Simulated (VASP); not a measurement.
# Ga2GeO3 (Cmmm) in VASP: further runs, part 2 of 2

VASP 6.6.1.

### Step 3. Single point, PBE

This run uses another cell than the first one, of 14.42 Å³/atom, 1.107 times its volume.

Contents of INCAR:

```
SYSTEM = Ga2GeO3
PREC = Accurate ; ENCUT = 520
EDIFF = 1E-6 ; ISMEAR = 0
SIGMA = 0.1 ; LREAL = .FALSE.
LASPH = .TRUE. ; NELM = 80
ALGO = Normal ; ISIF = 2
LWAVE = .FALSE. ; LCHARG = .FALSE.
GGA = PE ; NBANDS = 38
```

Contents of KPOINTS:

```
regular mesh
0
G
  4 4 6
  0 0 0
```

Contents of POSCAR:

```
Ga2GeO3
1.0
    2.1993536250     -4.4935037988      0.0000000000
    2.1993536250      4.4935037988      0.0000000000
    0.0000000000      0.0000000000      4.3761046592
Ga Ge O
2 1 3
Direct
    0.6309074341      0.3690925659      0.5000000000
    0.3690925659      0.6309074341      0.5000000000
    0.0000000000      0.0000000000      0.0000000000
    0.1608695269      0.8391304731      0.5000000000
    0.8391304731      0.1608695269      0.5000000000
    0.5000000000      0.5000000000      0.0000000000
```

Potentials or basis: VASP PAW PBE potentials, release 64 (Ga_d, Ge_d, O).

Run with:

```sh
cat potpaw_PBE.64/Ga_d/POTCAR potpaw_PBE.64/Ge_d/POTCAR potpaw_PBE.64/O/POTCAR > POTCAR
mpirun -np 1 vasp_std > vasp.out
```

OUTCAR:

```text
SYSTEM = Ga2GeO3
   PREC = Accurate
   ENCUT = 520
   EDIFF = 1E-6
   ISMEAR = 0
   LREAL = .FALSE.
   LASPH = .TRUE.
   NELM = 80
   ISIF = 2
   GGA = PE

 ion  position               nearest neighbor table
   1  0.631  0.369  0.500-   5 1.87   4 2.22   4 2.22   2 2.35
   2  0.369  0.631  0.500-   4 1.87   5 2.22   5 2.22   1 2.35
   3  0.000  0.000  0.000-   6 2.20   6 2.20
   4  0.161  0.839  0.500-   2 1.87   1 2.22   1 2.22
   5  0.839  0.161  0.500-   1 1.87   2 2.22   2 2.22
   6  0.500  0.500  0.000-   3 2.20   3 2.20

  LATTYP: Found a base centered orthorhombic cell.
 ALAT       =     4.3987072500
 B/A-ratio  =     2.0431020040
 C/A-ratio  =     0.9948615378

  Lattice vectors:

 A1 = (   2.1993536250,  -4.4935037988,   0.0000000000)
 A2 = (   2.1993536250,   4.4935037988,   0.0000000000)
 A3 = (   0.0000000000,   0.0000000000,   4.3761046592)

Analysis of symmetry for initial positions (statically):
=====================================================================
 Subroutine PRICEL returns:
 Original cell was already a primitive cell.

 Routine SETGRP: Setting up the symmetry group for a
 base centered orthorhombic supercell.

 Subroutine GETGRP returns: Found  8 space group operations
 (whereof  8 operations were pure point group operations)
 out of a pool of  8 trial point group operations.

The static configuration has the point symmetry D_2h.

Analysis of symmetry for dynamics (positions and initial velocities):
=====================================================================
 Subroutine PRICEL returns:
 Original cell was already a primitive cell.

 Routine SETGRP: Setting up the symmetry group for a
 base centered orthorhombic supercell.

 Subroutine GETGRP returns: Found  8 space group operations
 (whereof  8 operations were pure point group operations)
 out of a pool of  8 trial point group operations.

The dynamic configuration has the point symmetry D_2h.

 Subroutine INISYM returns: Found  8 space group operations
 (whereof  8 operations are pure point group operations),
 and found     1 'primitive' translations

----------------------------------------------------------------------------------------

                                     Primitive cell

  volume of cell :      86.4964

  direct lattice vectors                    reciprocal lattice vectors
     2.199353625 -4.493503799  0.000000000     0.227339521 -0.111271743  0.000000000
     2.199353625  4.493503799  0.000000000     0.227339521  0.111271743  0.000000000
     0.000000000  0.000000000  4.376104659     0.000000000  0.000000000  0.228513730

  length of vectors
     5.002872451  5.002872451  4.376104659     0.253109973  0.253109973  0.228513730

  position of ions in fractional coordinates (direct lattice)
     0.630907434  0.369092566  0.500000000
     0.369092566  0.630907434  0.500000000
     0.000000000  0.000000000  0.000000000
     0.160869527  0.839130473  0.500000000
     0.839130473  0.160869527  0.500000000
     0.500000000  0.500000000  0.000000000

  ion indices of the primitive-cell ions
   primitive index   ion index
                 1           1
                 2           2
                 3           3
                 4           4
                 5           5
                 6           6
[... 21 lines left out ...]

 Subroutine IBZKPT returns following result:
 ===========================================

 Found     28 irreducible k-points:

 Following reciprocal coordinates:
            Coordinates               Weight
  0.000000  0.000000  0.000000      1.000000
  0.250000  0.000000  0.000000      4.000000
  0.500000  0.000000  0.000000      2.000000
  0.250000  0.250000  0.000000      2.000000
  0.500000  0.250000  0.000000      4.000000
 -0.250000  0.250000  0.000000      2.000000
[... 16 lines left out ...]
  0.250000  0.000000  0.500000      4.000000
  0.500000  0.000000  0.500000      2.000000
 [... further k-points ...]
   k-points           NKPTS =     28   k-points in BZ     NKDIM =     28   number of bands    NBANDS=     38
   number of dos      NEDOS =    301   number of ions     NIONS =      6
   total plane-waves  NPLWV =  57600
   dimension x,y,z NGX =    40 NGY =   40 NGZ =   36
   dimension x,y,z NGXF=    80 NGYF=   80 NGZF=   72
   ions per type =               2   1   3
   NGX,Y,Z   is equivalent  to a cutoff of  13.29, 13.29, 13.68 a.u.
   NGXF,Y,Z  is equivalent  to a cutoff of  26.58, 26.58, 27.35 a.u.
 SYSTEM =  Ga2GeO3
   PREC   = accura    normal or accurate (medium, high low for compatibility)
   ISTART =      0    job   : 0-new  1-cont  2-samecut
   ICHARG =      2    charge: 1-file 2-atom 10-const
   ISPIN  =      1    spin polarized calculation?
   LNONCOLLINEAR =      F non collinear calculations
   LSORBIT =      F    spin-orbit coupling
   LASPH  =      T    aspherical Exc in radial PAW
   ENCUT  =  520.0 eV  38.22 Ry    6.18 a.u.   9.30  9.30  8.14*2*pi/ulx,y,z
   NELM   =     80;   NELMIN=  2; NELMDL= -5     # of ELM steps
   EDIFF  = 0.1E-05   stopping-criterion for ELM
   LREAL  =      F    real-space projection
   EDIFFG = 0.1E-04   stopping-criterion for IOM
   NSW    =      0    number of steps for IOM
   IBRION =     -1    ionic relax: 0-MD 1-quasi-New 2-CG
   NFREE  =      0    steps in history (QN), initial steepest desc. (CG)
   ISIF   =      2    stress and relaxation
   ISYM   =      2    0-nonsym 1-usesym 2-fastsym
   POTIM  = 0.5000    time-step for ionic-motion
   TEBEG  =    0.0;   TEEND  =   0.0 temperature during run
   PSTRESS=    0.0 pullay stress
   NELECT =      58.0000    total number of electrons
   NUPDOWN=      -1.0000    fix difference up-down
   EMIN   =  10.00;   EMAX   =-10.00  energy-range for DOS
   EFERMI =   0.00;   METHOD = LEGACY
   ISMEAR =     0;   SIGMA  =   0.10  broadening in eV -4-tet -1-fermi 0-gaus
   EFERMI_NEDOS =   21; number of points for ismear=-14 and -15
   IALGO  =     38    algorithm
   IMIX   =      4    mixing-type and parameters
     AMIX     =   0.40;   BMIX     =  1.00
     AMIX_MAG =   1.60;   BMIX_MAG =  1.00
  volume/ion in A,a.u.               =      14.42        97.28
  Fermi-wavevector in a.u.,A,eV,Ry     =   1.432908  2.707803 27.935813  2.053224
  Thomas-Fermi vector in A             =   2.552484
   LORBIT       =      0    0 simple, 1 ext, 2 COOP (PROOUT), +10 PAW based schemes
   GGA     = PE    functional components
   LHFCALC =     F    Hartree Fock is set to
   AEXX    =    0.0000 exact exchange contribution
   IVDW    =     0    specifies the selected vdW correction
   LEPSILON=     F    determine dielectric tensor
   LRPA    =     F    only Hartree local field effects (RPA)
 non-spin polarized calculation
 Gauss-broadening in eV      SIGMA  =   0.10
  energy-cutoff  :      520.00
  volume of cell :       86.50
 maximum number of plane-waves:      2348
 NGX is ok and might be reduce to    40
   NGX = 19   NGY = 19   NGZ = 17

 number of electron      58.0000003 magnetization

 Free energy of the ion-electron system (eV)
  ---------------------------------------------------
  ext. energy  EPLUGINS =         0.00000000
  ---------------------------------------------------
  free energy    TOTEN  =       -30.25007828 eV

  energy without entropy =      -30.24684716  energy(sigma->0) =      -30.24846272

 E-fermi :   5.1899     XC(G=0): -10.4265

 val. band max:        5.1128293383   @ k =   0.2500   0.2500   0.0000
 cond. band min:       5.2643102973   @ k =   0.5000   0.2500   0.0000
 fundamental gap:      0.1514809590
 Fermi energy:         5.1898501089

 k-point     1 :       0.0000    0.0000    0.0000
  band No.  band energies     occupation
      1     -20.5859      2.00000
      2     -20.5788      2.00000
      3     -20.5293      2.00000
      4     -20.5286      2.00000
      5     -20.5175      2.00000
      6     -15.0519      2.00000
[... 973 lines left out ...]
     37      11.1378      0.00000
     38      13.1105      0.00000

 [... further k-points ...]
[... 5 lines left out ...]
  --------------------------------------------------------------------------------------
  -------------------------------------------------------------------------------------
  Total        0.0729497      0.1115450      0.0551234      0.0000000      0.0000000      0.0000000
  in kB        1.3512512      2.0661545      1.0210542      0.0000000      0.0000000      0.0000000
  external PRESSURE =       1.4794866 kB  Pullay stress =       0.0000000 kB

 VOLUME and BASIS-vectors are now :
 -----------------------------------------------------------------------------
  energy-cutoff  :      520.00
  volume of cell :       86.50
      direct lattice vectors                 reciprocal lattice vectors
     2.199353625 -4.493503799  0.000000000     0.227339521 -0.111271743  0.000000000
     2.199353625  4.493503799  0.000000000     0.227339521  0.111271743  0.000000000
     0.000000000  0.000000000  4.376104659     0.000000000  0.000000000  0.228513730

 POSITION                                       TOTAL-FORCE (eV/Angst)
 -----------------------------------------------------------------------------------
      2.19935     -1.17647      2.18805         0.000000      0.047736      0.000000
      2.19935      1.17647      2.18805         0.000000     -0.047736      0.000000
      0.00000      0.00000      0.00000         0.000000      0.000000      0.000000
      2.19935      3.04777      2.18805         0.000000      0.039852      0.000000
      2.19935     -3.04777      2.18805         0.000000     -0.039852      0.000000
      2.19935      0.00000      0.00000         0.000000      0.000000      0.000000
 -----------------------------------------------------------------------------------
    total drift:                               -0.000000      0.000000      0.000000

  FREE ENERGIE OF THE ION-ELECTRON SYSTEM (eV)
  ---------------------------------------------------
  free  energy   TOTEN  =       -30.2500782784 eV

  energy  without entropy=      -30.2468471602  energy(sigma->0) =      -30.24846272
```

OSZICAR:

```text
N       E                     dE             d eps       ncg     rms          rms(c)
DAV:   1     0.633927613447E+03    0.63393E+03   -0.27886E+04  2624   0.318E+03
DAV:   2     0.910124218542E+02   -0.54292E+03   -0.51492E+03  2224   0.806E+02
DAV:   3    -0.271594485783E+02   -0.11817E+03   -0.11449E+03  2420   0.221E+02
DAV:   4    -0.355226734878E+02   -0.83632E+01   -0.82754E+01  2508   0.663E+01
DAV:   5    -0.357759382765E+02   -0.25326E+00   -0.25313E+00  2386   0.121E+01    0.135E+01
DAV:   6    -0.306091644866E+02    0.51668E+01   -0.22645E+01  3314   0.410E+01    0.613E+00
DAV:   7    -0.303131705897E+02    0.29599E+00   -0.27751E+00  2592   0.117E+01    0.263E+00
DAV:   8    -0.302645098129E+02    0.48661E-01   -0.32510E-01  2568   0.380E+00    0.130E+00
DAV:   9    -0.302494878648E+02    0.15022E-01   -0.91939E-02  2582   0.244E+00    0.350E-01
DAV:  10    -0.302491037598E+02    0.38410E-03   -0.16241E-02  2770   0.985E-01    0.159E-01
DAV:  11    -0.302498283140E+02   -0.72455E-03   -0.30414E-03  2412   0.344E-01    0.839E-02
DAV:  12    -0.302500545497E+02   -0.22624E-03   -0.70968E-04  2774   0.205E-01    0.346E-02
DAV:  13    -0.302500713719E+02   -0.16822E-04   -0.90604E-05  2460   0.728E-02    0.118E-02
DAV:  14    -0.302500782585E+02   -0.68865E-05   -0.18243E-05  2330   0.264E-02    0.656E-03
DAV:  15    -0.302500782784E+02   -0.19903E-07   -0.30544E-06  2086   0.135E-02
   1 F= -.30250078E+02 E0= -.30248463E+02  d E =-.323112E-02
```

Run time: 1.8 min. Hardware: 1 thread of Intel Xeon Platinum 8259CL at 2.50GHz (Skylake/Cascade Lake), shared host; peak memory 0.27 GiB.

What came out:

```
Free energy            : -30.2501 eV
Pressure               : 0.1 GPa
Largest force          : 0.048 eV/Å
Band gap on the k mesh : zero (band 29 reaches 5.43 eV, above the bottom of band 30 at 5.00 eV)
```

Forces on the atoms (eV/Å):
```
Ga   0.000  0.048  0.000
Ga   0.000 -0.048  0.000
Ge   0.000  0.000  0.000
O    0.000  0.040  0.000
O    0.000 -0.040  0.000
O    0.000  0.000  0.000
```

Stress tensor (GPa, compression positive):
```
0.14 0.00 0.00
0.00 0.21 0.00
0.00 0.00 0.10
```

Caveat: the k points lie up to 0.40 Å⁻¹ apart.
